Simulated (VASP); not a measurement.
Wanted: the native input for a VASP 6.6.1 run.

| Item | Value |
| --- | --- |
| Task | single point |
| Functional | PBEsol |
| Potentials or basis | VASP PAW PBE potentials, release 64 (Sc_sv, Al) |
| Cutoff | 500 eV |
| k mesh | 6 × 6 × 6 |
| Occupations | fermi-dirac, width 0.1 eV |
| Spin | no spin polarisation |
| Dipole correction | no |
| Further INCAR settings | ALGO = Normal; EDIFF = 1e-06; NBANDS = 18 |

The structure of ScAl3 lies in POSCAR:

```
ScAl3
1.0
    4.0449052368      0.0000000000      0.0000000000
    0.0000000000      4.0449052368      0.0000000000
    0.0000000000      0.0000000000      4.0449052368
Sc Al
1 3
Direct
    0.0000000000      0.0000000000      0.0000000000
    0.0000000000      0.5000000000      0.5000000000
    0.5000000000      0.0000000000      0.5000000000
    0.5000000000      0.5000000000      0.0000000000
```

These files were run (other wordings do the same):

INCAR

```
PREC     = Accurate       # precision mode
ENCUT    = 500            # plane-wave cutoff, eV
EDIFF    = 1E-6           # SCF threshold, eV
ISMEAR   = -1             # smearing method
SIGMA    = 0.1            # smearing width, eV
LREAL    = F              # projectors in reciprocal space
LASPH    = T              # aspherical terms in the spheres
NELM     = 120            # most SCF steps
ALGO     = Normal         # electronic algorithm
ISIF     = 2              # what is computed and relaxed
LWAVE    = F              # write WAVECAR
LCHARG   = F              # write CHGCAR
GGA      = PS             # functional
NBANDS   = 18             # bands
GGA_COMPAT= F
```

KPOINTS

```
regular mesh
0
Gamma
  6 6 6
```

Potentials or basis: VASP PAW PBE potentials, release 64 (Sc_sv, Al).

The run is started by

```sh
$ cat potpaw_PBE.64/Sc_sv/POTCAR potpaw_PBE.64/Al/POTCAR > POTCAR
$ mpirun -np 1 vasp_std > vasp.out
```

Results of the run:

```json
{"Pressure": "2.0 GPa", "Band gap on the k mesh": "zero (bands 10 and 11 overlap by 4.03 eV)"}
```

Caveat: the PAW data sets were made with another functional, which shifts forces and pressure a little.

Run time: 20 s on 1 thread of Intel(R) Xeon(R) Platinum 8375C CPU @ 2.90GHz (Ice Lake), on a shared host, peak memory 0.17 GiB.
